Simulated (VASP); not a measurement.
The system is RbCl.

```xyz
2
Lattice="0.0000 3.2740 3.2740 3.2740 0.0000 3.2740 3.2740 3.2740 0.0000" Properties=species:S:1:pos:R:3 pbc="T T T"
Rb    0.0000    0.0000    0.0000
Cl    3.2740    3.2740    3.2740
```

Base run:

* Program: VASP 6.6.1
* Functional: r2SCAN
* Potentials or basis: VASP PAW PBE potentials, release 64 (Rb_sv, Cl)
* Cutoff: 440 eV
* k mesh: 6 × 6 × 6
* Occupations: fermi-dirac, width 0.03 eV
* Spin: no spin polarisation

Its results: band gap on the k mesh 5.65 eV; pressure 0.5 GPa.

Question: The run is repeated on the same cell with these changes: functional from r2SCAN to PBEsol; cutoff from 440 eV to 400 eV. What comes out?

Answer: Band gap on the k mesh 4.89 eV; pressure 0.0 GPa.

Caveats: the PAW data sets were made with another functional, which shifts forces and pressure a little.

